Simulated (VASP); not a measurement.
# ZrSi2 in VASP: further runs, part 2 of 2

VASP 6.6.1.

### Step 3. Single point, PBE

This run uses another cell than the first one, of 16.74 Å³/atom.

INCAR reads:

```
SYSTEM = ZrSi2
  PREC = Accurate
  ENCUT = 500
  EDIFF = 1E-6
  ISMEAR = 0
  SIGMA = 0.2
  LREAL = .FALSE.
  LASPH = .TRUE.
  NELM = 120
  ALGO = Normal
  ISIF = 2
  LWAVE = .FALSE.
  LCHARG = .FALSE.
  GGA = PE
  NBANDS = 17
  GGA_COMPAT = .FALSE.
```

KPOINTS reads:

```
Automatic mesh
0
G
  6 6 4
  0 0 0
```

POSCAR reads:

```
ZrSi2
1.0
    4.0154140734      0.0000000000      0.0000000000
   -2.0077070367      3.4774505942      0.0000000000
    0.0000000000      0.0000000000      3.5962748751
Zr Si
1 2
Direct
    0.0000000000      0.0000000000      0.0000000000
    0.3333333333      0.6666666667      0.4980482718
    0.6666666667      0.3333333333      0.5019517282
```

Potentials or basis: VASP PAW PBE potentials, release 64 (Zr_sv, Si).

Run with:

```sh
cat potpaw_PBE.64/Zr_sv/POTCAR potpaw_PBE.64/Si/POTCAR > POTCAR
mpirun -np 1 vasp_std > vasp.out
```

Run time: 18 s. Hardware: 1 thread of Intel Xeon 8259CL, shared host; peak memory 0.17 GiB.

Results (log left out):

```
Free energy            : -20.2576 eV
Pressure               : 0.3 GPa
Largest force          : 0.016 eV/Å
Band gap on the k mesh : zero (bands 10 and 11 overlap by 1.50 eV)
```

Forces in eV/Å, atoms in the order of the input:
```
Zr   0.000  0.000  0.000
Si   0.000  0.000  0.016
Si   0.000  0.000 -0.016
```

Stress tensor (GPa, compression positive):
```
0.22 0.00 0.00
0.00 0.22 0.00
0.00 0.00 0.46
```

Levels at points of the mesh, in eV from the Fermi level:
| k point | band 6 | band 7 | band 8 | band 9 | band 10 | band 11 | band 12 | band 13 | band 14 | band 15 |
| --- | --- | --- | --- | --- | --- | --- | --- | --- | --- | --- |
| (0.00, 0.00, 0.00) | -4.30 | -4.30 | -2.38 | -1.70 | -1.52 | 0.61 | 0.61 | 1.17 | 1.17 | 3.15 |
| (0.50, 0.00, 0.00) | -9.46 | -4.41 | -3.63 | -2.50 | 0.49 | 1.05 | 1.47 | 1.53 | 2.87 | 3.25 |
| (0.00, 0.00, 0.50) | -6.98 | -2.69 | -2.69 | -2.42 | -2.42 | -0.84 | -0.84 | 0.30 | 1.99 | 2.86 |
| (0.50, 0.00, 0.50) | -7.92 | -5.20 | -4.36 | -4.09 | -0.43 | 1.71 | 2.16 | 3.09 | 3.28 | 3.40 |

Caveat: the k points lie up to 0.44 Å⁻¹ apart, too coarse for converged energies and pressures of a metal.

### Step 4. Single point, PBE

This run uses another cell than the first one: it holds 6 atoms, not 3.

INCAR reads:

```
SYSTEM = ZrSi2
ALGO = Normal
EDIFF = 1E-6
ENCUT = 500
GGA = PE
GGA_COMPAT = .False.
ISIF = 2
ISMEAR = 0
LASPH = .True.
LCHARG = .False.
LREAL = .False.
LWAVE = .False.
NBANDS = 29
NELM = 120
PREC = Accurate
SIGMA = 0.2
```

KPOINTS reads:

```
k-points
0
Gamma
  4 4 3
  0 0 0
```

POSCAR reads:

```
ZrSi2
1.0
    5.2414223586      0.0000000032      0.0000000000
   -2.6207111820      4.5392049129      0.0000000000
    0.0000000000      0.0000000000      4.6838958522
Zr Si
2 4
Direct
    0.3333333333      0.6666666667      0.0007807499
    0.6666666667      0.3333333333      0.9992192501
    0.5000000000      0.0000000000      0.5000000000
    0.0000000000      0.5000000000      0.5000000000
    0.5000000000      0.5000000000      0.5000000000
    0.0000000000      0.0000000000      0.0000000000
```

Potentials or basis: VASP PAW PBE potentials, release 64 (Zr_sv, Si).

Run with:

```sh
cat potpaw_PBE.64/Zr_sv/POTCAR potpaw_PBE.64/Si/POTCAR > POTCAR
mpirun -np 1 vasp_std > vasp.out
```

OUTCAR:

```text
SYSTEM = ZrSi2
   EDIFF = 1E-6
   ENCUT = 500
   GGA = PE
   ISIF = 2
   ISMEAR = 0
   LASPH = .True.
   LREAL = .False.
   NELM = 120
   PREC = Accurate

 ion  position               nearest neighbor table
   1  0.333  0.667  0.001-   3 2.79   4 2.79   5 2.79   3 2.79   4 2.79   5 2.79   6 3.03   6 3.03
                             6 3.03   2 3.03   2 3.03   2 3.03
   2  0.667  0.333  0.999-   3 2.79   4 2.79   5 2.79   3 2.79   4 2.79   5 2.79   6 3.03   6 3.03
[... 486 lines left out ...]
  -------------------------------------------------------------------------------------
  Total       -0.3925183     -0.3925183      0.1071064     -0.0000000     -0.0000000     -0.0000000
  in kB       -5.6433159     -5.6433159      1.5398907     -0.0000000     -0.0000000     -0.0000000
  external PRESSURE =      -3.2489137 kB  Pullay stress =       0.0000000 kB

 VOLUME and BASIS-vectors are now :
 -----------------------------------------------------------------------------
  energy-cutoff  :      500.00
  volume of cell :      111.44
      direct lattice vectors                 reciprocal lattice vectors
     5.241422359  0.000000003  0.000000000     0.190787907  0.110151449  0.000000000
    -2.620711182  4.539204913  0.000000000    -0.000000000  0.220302899  0.000000000
     0.000000000  0.000000000  4.683895852     0.000000000  0.000000000  0.213497488

 POSITION                                       TOTAL-FORCE (eV/Angst)
 -----------------------------------------------------------------------------------
     -0.00000      3.02614      0.00366         0.000000     -0.000000     -0.026494
      2.62071      1.51307      4.68024        -0.000000      0.000000      0.026494
      2.62071      0.00000      2.34195         0.000000     -0.000000      0.000000
     -1.31036      2.26960      2.34195         0.000000     -0.000000      0.000000
      1.31036      2.26960      2.34195         0.000000     -0.000000      0.000000
      0.00000      0.00000      0.00000         0.000000     -0.000000      0.000000
 -----------------------------------------------------------------------------------
    total drift:                                0.000000     -0.000000      0.000000

  FREE ENERGIE OF THE ION-ELECTRON SYSTEM (eV)
  ---------------------------------------------------
  free  energy   TOTEN  =       -40.0034357721 eV

  energy  without entropy=      -39.9276583864  energy(sigma->0) =      -39.96554708
```

stdout:

```text
POSCAR found type information on POSCAR ZrSi
 POSCAR found :  2 types and       6 ions
 scaLAPACK will be used
 LDA part: xc-table for (Slater+PW92), standard interpolation
 POSCAR, INCAR and KPOINTS ok, starting setup
 FFT: planning ... GRIDC
 FFT: planning ... GRID_SOFT
 FFT: planning ... GRID
 WAVECAR not read
 entering main loop
```

Wall time 32 s (1 thread of Intel Xeon 8259CL, shared host); peak memory 0.23 GiB.

Results:

| Property | Result |
| --- | --- |
| Free energy | -40.0034 eV |
| Pressure | -0.3 GPa |
| Largest force | 0.026 eV/Å |
| Band gap on the k mesh | zero (bands 20 and 21 overlap by 0.51 eV) |

Forces in eV/Å, atoms in the order of the input:
```
Zr   0.000  0.000 -0.026
Zr   0.000  0.000  0.026
Si   0.000  0.000  0.000
Si   0.000  0.000  0.000
Si   0.000  0.000  0.000
Si   0.000  0.000  0.000
```

Stress tensor (GPa, compression positive):
```
-0.56  0.00  0.00
 0.00 -0.56  0.00
 0.00  0.00  0.15
```

Caveat: the k points lie up to 0.45 Å⁻¹ apart, too coarse for converged energies and pressures of a metal.

### Step 5. Summary

| cell | k mesh | gap on the mesh (eV) | pressure (GPa) | largest force (eV/Å) |
| --- | --- | --- | --- | --- |
| a = 4.011, b = 4.011, c = 3.612 Å, angles 90.0, 90.0, 120.0°, 3 atoms, atomic positions A | 6 × 6 × 5 | none | 0.3 | - |
| a = 4.015, b = 4.015, c = 3.596 Å, angles 90.0, 90.0, 120.0°, 3 atoms, atomic positions B | 6 × 6 × 4 | none | 0.3 | 0.02 |
| a = 5.241, b = 5.241, c = 4.684 Å, angles 90.0, 90.0, 120.0°, 6 atoms, atomic positions C | 4 × 4 × 3 | none | -0.3 | 0.03 |

Alike in all rows: task single point; level PBE; potentials or basis VASP PAW PBE potentials, release 64 (Zr_sv, Si); no spin polarisation; cutoff (eV) 500; smearing gaussian 0.2 eV.

Caveats: some runs use coarse meshes.

Absolute energies hang on the potentials; compare differences alone.
